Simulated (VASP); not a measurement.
Sb, 2 atoms in the cell. The structure is hexagonal, space group P6_3/mmc (No. 194). Conventional cell: a = 3.355 Å, b = 3.355 Å, c = 5.470 Å, α = 90.00°, β = 90.00°, γ = 120.00°. Sb (site symmetry -6m2) has 12 Sb at 3.35 Å within 4.4 Å. 

| Property | Result |
| --- | --- |
| Program | VASP 6.6.1 |
| Task | single point |
| Functional | PBE |
| Potentials or basis | VASP PAW PBE potentials, release 64 (Sb) |
| Cutoff | 500 eV |
| k mesh | 9 × 9 × 5 |
| Occupations | gaussian, width 0.025 eV |
| Spin | no spin polarisation |
| Dipole correction | no |
| Further INCAR settings | ALGO = Normal; EDIFF = 1e-06; NBANDS = 12 |

Potentials or basis: VASP PAW PBE potentials, release 64 (Sb).

Run with:

```console
$ cat potpaw_PBE.64/Sb/POTCAR > POTCAR
$ mpirun -np 1 vasp_std > vasp.out
```

Hardware: 1 thread of Intel(R) Xeon(R) 6975P-C (Granite Rapids), on a shared host.

Q: How long does it take, and how much memory?

A: Wall time 6.3 s on 1 thread of Intel(R) Xeon(R) 6975P-C (Granite Rapids), with other jobs on the host, peak memory 0.16 GiB. Counts: scf iterations 10, k points 36.
